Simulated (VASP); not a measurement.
CaS:

```
Ca S
1.0
     0.00000    2.88041    2.88041
     2.88041    0.00000    2.88041
     2.88041    2.88041    0.00000
Ca S
1 1
Direct
  0.00000 0.00000 0.00000
  0.50000 0.50000 0.50000
```

* Program: VASP 6.6.1
* Task: relaxation of cell and atoms
* Functional: LDA
* Potentials or basis: VASP PAW LDA potentials, release 64 (Ca_sv, S)
* Cutoff: 500 eV
* k mesh: 8 × 8 × 8
* Occupations: fermi-dirac, width 0.02 eV
* Spin: no spin polarisation

At the start: pressure -5.5 GPa; volume 23.90 Å³/atom.

Where does the relaxation end?

Over 3 steps the energy falls by 42.7 meV/atom and the volume is 21.61 Å³/atom (-9.6 %); space group Fm-3m (No. 225, to 0.1 Å) before and after.

The path:
```csv
step,energy change (eV),largest force (eV/Å),pressure (GPa),volume (Å³)
1,0.0000,0.0000,-5.51,47.80
2,-0.0814,0.0000,1.49,42.34
3,-0.0855,0.0000,0.02,43.23
```

Final structure:
```
Ca S
1.0
     0.00000    2.78552    2.78552
     2.78552    0.00000    2.78552
     2.78552    2.78552    0.00000
Ca S
1 1
Direct
  0.00000 0.00000 0.00000
  0.50000 0.50000 0.50000
```
